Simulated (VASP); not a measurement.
# Nb (Im-3m) in VASP: single point with PBE

Aim: the single point of Nb with PBE.

Program: VASP 6.6.1. These are calculated values, not measurements. Logs are shortened: lines on timing, memory, paths and dates and some standing lists are left out, and cuts for length are marked.

### Step 1. The cell of the first run

It takes space group Im-3m (No. 229, cubic). Conventional cell: a = 3.315 Å, b = 3.315 Å, c = 3.315 Å, α = 90.00°, β = 90.00°, γ = 90.00°. Within 3.8 Å of Nb (site symmetry m-3m) lie 14 Nb at 2.87 to 3.32 Å.

### Step 2. Single point, PBE

File INCAR:

```
SYSTEM = Nb
PREC = Accurate
ENCUT = 520
EDIFF = 1E-6
ISMEAR = 0
SIGMA = 0.05
LREAL = .FALSE.
LASPH = .TRUE.
NELM = 60
ALGO = Normal
ISIF = 2
LWAVE = .FALSE.
LCHARG = .FALSE.
GGA = PE
NBANDS = 12
```

File KPOINTS:

```
regular mesh
0
G
  8 8 8
  0 0 0
```

File POSCAR:

```
Nb
1.0
   -1.6576511184      1.6576511184      1.6576511184
    1.6576511184     -1.6576511184      1.6576511184
    1.6576511184      1.6576511184     -1.6576511184
Nb
1
Direct
    0.0000000000      0.0000000000      0.0000000000
```

Potentials or basis: VASP PAW PBE potentials, release 64 (Nb_sv).

On the command line:

```console
> cat potpaw_PBE.64/Nb_sv/POTCAR > POTCAR
> mpirun -np 1 vasp_std > vasp.out
```

OUTCAR:

```text
SYSTEM = Nb
   PREC = Accurate
   ENCUT = 520
   EDIFF = 1E-6
   ISMEAR = 0
   LREAL = .FALSE.
   LASPH = .TRUE.
   NELM = 60
   ISIF = 2
   GGA = PE

 ion  position               nearest neighbor table
   1  0.000  0.000  0.000-

  LATTYP: Found a body centered cubic cell.
 ALAT       =     3.3153022368

  Lattice vectors:

 A1 = (  -1.6576511184,   1.6576511184,   1.6576511184)
 A2 = (   1.6576511184,  -1.6576511184,   1.6576511184)
 A3 = (   1.6576511184,   1.6576511184,  -1.6576511184)

Analysis of symmetry for initial positions (statically):
=====================================================================
 Subroutine PRICEL returns:
 Original cell was already a primitive cell.

 Routine SETGRP: Setting up the symmetry group for a
 body centered cubic supercell.

 Subroutine GETGRP returns: Found 48 space group operations
 (whereof 48 operations were pure point group operations)
 out of a pool of 48 trial point group operations.

The static configuration has the point symmetry O_h .

Analysis of symmetry for dynamics (positions and initial velocities):
=====================================================================
 Subroutine PRICEL returns:
 Original cell was already a primitive cell.

 Routine SETGRP: Setting up the symmetry group for a
 body centered cubic supercell.

 Subroutine GETGRP returns: Found 48 space group operations
 (whereof 48 operations were pure point group operations)
 out of a pool of 48 trial point group operations.

The dynamic configuration has the point symmetry O_h .

 Subroutine INISYM returns: Found 48 space group operations
 (whereof 48 operations are pure point group operations),
 and found     1 'primitive' translations

----------------------------------------------------------------------------------------

                                     Primitive cell

  volume of cell :      18.2196

  direct lattice vectors                    reciprocal lattice vectors
    -1.657651118  1.657651118  1.657651118     0.000000000  0.301631625  0.301631625
     1.657651118 -1.657651118  1.657651118     0.301631625  0.000000000  0.301631625
     1.657651118  1.657651118 -1.657651118     0.301631625  0.301631625  0.000000000

  length of vectors
     2.871135958  2.871135958  2.871135958     0.426571534  0.426571534  0.426571534

  position of ions in fractional coordinates (direct lattice)
     0.000000000  0.000000000  0.000000000

  ion indices of the primitive-cell ions
   primitive index   ion index
                 1           1

----------------------------------------------------------------------------------------

 KPOINTS: regular mesh

Automatic generation of k-mesh.
 Grid dimensions read from file:
 generate k-points for:    8    8    8

 Generating k-lattice:

  Cartesian coordinates                     Fractional coordinates (reciprocal lattice)
     0.000000000  0.037703953  0.037703953     0.125000000  0.000000000  0.000000000
     0.037703953  0.000000000  0.037703953     0.000000000  0.125000000  0.000000000
     0.037703953  0.037703953  0.000000000     0.000000000  0.000000000  0.125000000

  Length of vectors
     0.053321442  0.053321442  0.053321442

  Shift w.r.t. Gamma in fractional coordinates (k-lattice)
     0.000000000  0.000000000  0.000000000

 Subroutine IBZKPT returns following result:
 ===========================================

 Found     29 irreducible k-points:

 Following reciprocal coordinates:
            Coordinates               Weight
  0.000000  0.000000  0.000000      1.000000
  0.125000  0.000000  0.000000     12.000000
  0.250000  0.000000  0.000000     12.000000
  0.375000  0.000000  0.000000     12.000000
  0.500000  0.000000  0.000000      6.000000
  0.125000  0.125000  0.000000     24.000000
[... 16 lines left out ...]
 -0.250000  0.250000  0.250000      6.000000
 -0.375000  0.375000  0.250000     24.000000
 [... further k-points ...]
   k-points           NKPTS =     29   k-points in BZ     NKDIM =     29   number of bands    NBANDS=     12
   number of dos      NEDOS =    301   number of ions     NIONS =      1
   total plane-waves  NPLWV =  13824
   dimension x,y,z NGX =    24 NGY =   24 NGZ =   24
   dimension x,y,z NGXF=    48 NGYF=   48 NGZF=   48
   ions per type =               1
   NGX,Y,Z   is equivalent  to a cutoff of  13.90, 13.90, 13.90 a.u.
   NGXF,Y,Z  is equivalent  to a cutoff of  27.79, 27.79, 27.79 a.u.
 SYSTEM =  Nb
   PREC   = accura    normal or accurate (medium, high low for compatibility)
   ISTART =      0    job   : 0-new  1-cont  2-samecut
   ICHARG =      2    charge: 1-file 2-atom 10-const
   ISPIN  =      1    spin polarized calculation?
   LNONCOLLINEAR =      F non collinear calculations
   LSORBIT =      F    spin-orbit coupling
   LASPH  =      T    aspherical Exc in radial PAW
   ENCUT  =  520.0 eV  38.22 Ry    6.18 a.u.   5.34  5.34  5.34*2*pi/ulx,y,z
   NELM   =     60;   NELMIN=  2; NELMDL= -5     # of ELM steps
   EDIFF  = 0.1E-05   stopping-criterion for ELM
   LREAL  =      F    real-space projection
   EDIFFG = 0.1E-04   stopping-criterion for IOM
   NSW    =      0    number of steps for IOM
   IBRION =     -1    ionic relax: 0-MD 1-quasi-New 2-CG
   NFREE  =      0    steps in history (QN), initial steepest desc. (CG)
   ISIF   =      2    stress and relaxation
   ISYM   =      2    0-nonsym 1-usesym 2-fastsym
   POTIM  = 0.5000    time-step for ionic-motion
   TEBEG  =    0.0;   TEEND  =   0.0 temperature during run
   PSTRESS=    0.0 pullay stress
   NELECT =      13.0000    total number of electrons
   NUPDOWN=      -1.0000    fix difference up-down
   EMIN   =  10.00;   EMAX   =-10.00  energy-range for DOS
   EFERMI =   0.00;   METHOD = LEGACY
   ISMEAR =     0;   SIGMA  =   0.05  broadening in eV -4-tet -1-fermi 0-gaus
   EFERMI_NEDOS =   21; number of points for ismear=-14 and -15
   IALGO  =     38    algorithm
   IMIX   =      4    mixing-type and parameters
     AMIX     =   0.40;   BMIX     =  1.00
     AMIX_MAG =   1.60;   BMIX_MAG =  1.00
  volume/ion in A,a.u.               =      18.22       122.95
  Fermi-wavevector in a.u.,A,eV,Ry     =   1.462883  2.764447 29.116816  2.140026
  Thomas-Fermi vector in A             =   2.579043
   LORBIT       =      0    0 simple, 1 ext, 2 COOP (PROOUT), +10 PAW based schemes
   GGA     = PE    functional components
   LHFCALC =     F    Hartree Fock is set to
   AEXX    =    0.0000 exact exchange contribution
   IVDW    =     0    specifies the selected vdW correction
   LEPSILON=     F    determine dielectric tensor
   LRPA    =     F    only Hartree local field effects (RPA)
 non-spin polarized calculation
 Gauss-broadening in eV      SIGMA  =   0.05
  energy-cutoff  :      520.00
  volume of cell :       18.22
 maximum number of plane-waves:       496
 NGX is ok and might be reduce to    24
   NGX = 11   NGY = 11   NGZ = 11

 number of electron      12.9999999 magnetization

 Free energy of the ion-electron system (eV)
  ---------------------------------------------------
  ext. energy  EPLUGINS =         0.00000000
  ---------------------------------------------------
  free energy    TOTEN  =       -10.24304853 eV

  energy without entropy =      -10.24112946  energy(sigma->0) =      -10.24208900

 E-fermi :  10.8504     XC(G=0): -12.4453

 val. band max:       10.8149646865   @ k =  -0.2500   0.2500   0.1250
 cond. band min:      10.9073054504   @ k =   0.2500   0.0000   0.0000
 fundamental gap:      0.0923407639
 Fermi energy:        10.8504267259

 k-point     1 :       0.0000    0.0000    0.0000
  band No.  band energies     occupation
      1     -43.3959      2.00000
      2     -18.7149      2.00000
      3     -18.7149      2.00000
      4     -18.7149      2.00000
      5       5.0923      2.00000
      6      11.3715      0.00000
      7      11.3715      0.00000
      8      11.3715      0.00000
      9      14.2437      0.00000
     10      14.2437      0.00000
     11      25.2072      0.00000
     12      25.2072      0.00000

 k-point     2 :       0.1250    0.0000    0.0000
  band No.  band energies     occupation
      1     -43.3623      2.00000
      2     -18.9192      2.00000
      3     -18.7774      2.00000
      4     -18.7166      2.00000
      5       5.7035      2.00000
      6      11.0087      0.00001
      7      11.2461      0.00000
      8      11.9718      0.00000
      9      13.8003      0.00000
     10      14.2549      0.00000
     11      25.6335      0.00000
     12      26.2770      0.00000

 k-point     3 :       0.2500    0.0000    0.0000
  band No.  band energies     occupation
      1     -43.2803      2.00000
      2     -19.3924      2.00000
      3     -18.9253      2.00000
      4     -18.7207      2.00000
      5       7.0215      2.00000
      6      10.2542      2.00000
      7      10.9073      0.10767
      8      13.6510      0.00000
      9      13.7336      0.00000
     10      14.3934      0.00000
     11      25.3151      0.00000
     12      26.8161      0.00000

 k-point     4 :       0.3750    0.0000    0.0000
  band No.  band energies     occupation
      1     -43.1968      2.00000
      2     -19.8413      2.00000
      3     -19.0692      2.00000
      4     -18.7250      2.00000
      5       7.4637      2.00000
      6       9.6188      2.00000
      7      11.9446      0.00000
      8      14.1971      0.00000
      9      14.7220      0.00000
     10      15.9262      0.00000
     11      23.4956      0.00000
     12      24.3274      0.00000

 k-point     5 :       0.5000    0.0000    0.0000
  band No.  band energies     occupation
      1     -43.1619      2.00000
      2     -20.0211      2.00000
      3     -19.1278      2.00000
      4     -18.7268      2.00000
      5       7.3357      2.00000
      6       9.3811      2.00000
      7      13.2429      0.00000
      8      14.2655      0.00000
      9      14.9376      0.00000
     10      17.2752      0.00000
     11      22.6050      0.00000
     12      22.8624      0.00000

 k-point     6 :       0.1250    0.1250    0.0000
  band No.  band energies     occupation
      1     -43.3044      2.00000
      2     -19.2429      2.00000
      3     -18.8527      2.00000
      4     -18.7643      2.00000
      5       6.7396      2.00000
      6      10.6186      2.00000
      7      10.6645      2.00000
      8      13.2572      0.00000
      9      13.3903      0.00000
     10      14.5325      0.00000
     11      26.3985      0.00000
     12      26.7172      0.00000

 k-point     7 :       0.2500    0.1250    0.0000
  band No.  band energies     occupation
      1     -43.2215      2.00000
      2     -19.6502      2.00000
      3     -19.0343      2.00000
      4     -18.7867      2.00000
      5       7.8432      2.00000
      6       9.9169      2.00000
      7      10.6517      2.00000
      8      13.6204      0.00000
      9      14.8454      0.00000
     10      15.5051      0.00000
     11      24.6562      0.00000
     12      25.8396      0.00000

 k-point     8 :       0.3750    0.1250    0.0000
  band No.  band energies     occupation
      1     -43.1621      2.00000
      2     -19.9206      2.00000
      3     -19.1754      2.00000
      4     -18.7943      2.00000
      5       7.8102      2.00000
      6       9.5391      2.00000
      7      11.8843      0.00000
      8      14.0934      0.00000
      9      15.1808      0.00000
     10      17.7228      0.00000
     11      22.7763      0.00000
     12      23.6981      0.00000
[... 166 lines left out ...]
 k-point    20 :      -0.3750    0.5000    0.1250
  band No.  band energies     occupation
      1     -43.1215      2.00000
      2     -19.8268      2.00000
      3     -19.3593      2.00000
      4     -18.9527      2.00000
      5       8.5531      2.00000
      6       9.8523      2.00000
      7      10.6044      2.00000
      8      13.3112      0.00000
      9      15.6628      0.00000
     10      18.6195      0.00000
     11      22.5992      0.00000
     12      25.0344      0.00000

 k-point    21 :      -0.3750   -0.3750    0.1250
  band No.  band energies     occupation
      1     -43.1006      2.00000
      2     -19.6574      2.00000
      3     -19.6574      2.00000
      4     -18.9640      2.00000
      5       9.4433      2.00000
      6       9.4433      2.00000
      7       9.7592      2.00000
      8      14.7536      0.00000
      9      14.7536      0.00000
     10      21.3303      0.00000
     11      22.0628      0.00000
     12      22.0628      0.00000

 k-point    22 :       0.2500    0.2500    0.2500
  band No.  band energies     occupation
      1     -43.1437      2.00000
      2     -19.3774      2.00000
      3     -19.3774      2.00000
      4     -19.3774      2.00000
      5       9.9208      2.00000
      6       9.9208      2.00000
      7       9.9208      2.00000
      8      15.0676      0.00000
      9      15.0676      0.00000
     10      20.2913      0.00000
     11      22.8050      0.00000
     12      22.8050      0.00000

 k-point    23 :      -0.2500    0.2500    0.2500
  band No.  band energies     occupation
      1     -43.1814      2.00000
      2     -19.4188      2.00000
      3     -19.1546      2.00000
      4     -19.1546      2.00000
      5       8.5046      2.00000
      6       9.9660      2.00000
      7      11.9588      0.00000
      8      11.9588      0.00000
      9      13.4893      0.00000
     10      15.6663      0.00000
     11      25.5707      0.00000
     12      28.9520      0.00000

 k-point    24 :      -0.3750    0.3750    0.2500
  band No.  band energies     occupation
      1     -43.1103      2.00000
      2     -19.6845      2.00000
      3     -19.3110      2.00000
      4     -19.1946      2.00000
      5       8.6666      2.00000
      6       9.1753      2.00000
      7      11.9591      0.00000
      8      12.7019      0.00000
      9      15.4120      0.00000
     10      16.7447      0.00000
     11      24.6428      0.00000
     12      26.4802      0.00000

 [... further k-points ...]
[... 5 lines left out ...]
  --------------------------------------------------------------------------------------
  -------------------------------------------------------------------------------------
  Total       -0.0796942     -0.0796942     -0.0796942     -0.0000000      0.0000000     -0.0000000
  in kB       -7.0080644     -7.0080644     -7.0080644     -0.0000000      0.0000000     -0.0000000
  external PRESSURE =      -7.0080644 kB  Pullay stress =       0.0000000 kB

 VOLUME and BASIS-vectors are now :
 -----------------------------------------------------------------------------
  energy-cutoff  :      520.00
  volume of cell :       18.22
      direct lattice vectors                 reciprocal lattice vectors
    -1.657651118  1.657651118  1.657651118     0.000000000  0.301631625  0.301631625
     1.657651118 -1.657651118  1.657651118     0.301631625  0.000000000  0.301631625
     1.657651118  1.657651118 -1.657651118     0.301631625  0.301631625  0.000000000

 POSITION                                       TOTAL-FORCE (eV/Angst)
 -----------------------------------------------------------------------------------
      0.00000      0.00000      0.00000         0.000000     -0.000000     -0.000000
 -----------------------------------------------------------------------------------
    total drift:                               -0.000000      0.000000      0.000000

  FREE ENERGIE OF THE ION-ELECTRON SYSTEM (eV)
  ---------------------------------------------------
  free  energy   TOTEN  =       -10.2430485263 eV

  energy  without entropy=      -10.2411294638  energy(sigma->0) =      -10.24208900
```

Run time: 12 s. Hardware: 1 thread of AMD EPYC 7R13, shared host; peak memory 0.11 GiB.

Results:

```
Free energy : -10.2430 eV
Pressure    : -0.7 GPa
```
